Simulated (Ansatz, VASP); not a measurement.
## LiF: VASP beside Ansatz

File INCAR:

```
ALGO = Normal
EDIFF = 1E-6
ENCUT = 520
GGA = PE
ISIF = 2
ISMEAR = 0
LASPH = True
LCHARG = False
LREAL = False
LWAVE = False
NBANDS = 18
NELM = 80
PREC = Accurate
SIGMA = 0.1
```

The input KPOINTS:

```
k-points
0
Gamma
  10 10 10
```

The input POSCAR:

```
LiF
1.0
   -1.2658433500      1.3595652100      4.7898673000
    1.2658433500     -1.3595652100      4.7898673000
    1.2658433500      1.3595652100     -4.7898673000
Li F
2 2
Direct
    0.4386600000      0.4386600000      0.0000000000
    0.1882499900      0.1882499900      0.0000000000
    0.0613400000      0.5613400000      0.5000000000
    0.3117500100      0.8117500100      0.5000000000
```

Input for Ansatz:

```yaml
crystal:
  lattice:
    - [-1.26584335, 1.35956521, 4.7898673]
    - [1.26584335, -1.35956521, 4.7898673]
    - [1.26584335, 1.35956521, -4.7898673]
  atoms:
    - { symbol: Li, position: [0.43866, 0.43866, 0.0] }
    - { symbol: Li, position: [0.18824999, 0.18824999, 0.0] }
    - { symbol: F, position: [0.06134, 0.56134, 0.5] }
    - { symbol: F, position: [0.31175001, 0.81175001, 0.5] }
basis:
  ecutwfc: 420
kpoints:
  mp_grid: { grid: [10, 10, 10] }
hamiltonian:
  xc: pbe
scf:
  occupations: { method: gaussian, width: 0.1 }
  lower_state_search: "off"
output:
  forces: true
  stress: true
  eigenvalues: true
```

Alike in both runs: task single point; functional PBE; k mesh 10 × 10 × 10; occupations gaussian, width 0.1 eV; no spin polarisation.

```csv
,VASP,Ansatz
version,VASP 6.6.1,Ansatz 0.2.0
potentials or method,"VASP PAW PBE potentials, release 64 (Li_sv, F), cutoff 520 eV","scalar-relativistic, plane waves, PAW"
valence electrons in the cell,20,20
```

VASP gave:

* gap on the k mesh at the Fermi level (eV): 7.86
* least direct gap on the mesh (eV): 8.09
* rms of the force components (eV/Å): 0.431

**Question.** Which values does Ansatz return?

**Answer.** gap on the k mesh at the Fermi level (eV): 7.88; least direct gap on the mesh (eV): 8.11; rms of the force components (eV/Å): 0.423.

Atom by atom the forces differ by 0.009 eV/Å (rms over components). With one functional, cell and mesh, what is left measures potentials, basis and numerics.

Noted on VASP's run: the cutoff is under 1.25 times that of the potentials, so the pressure is a little rough.
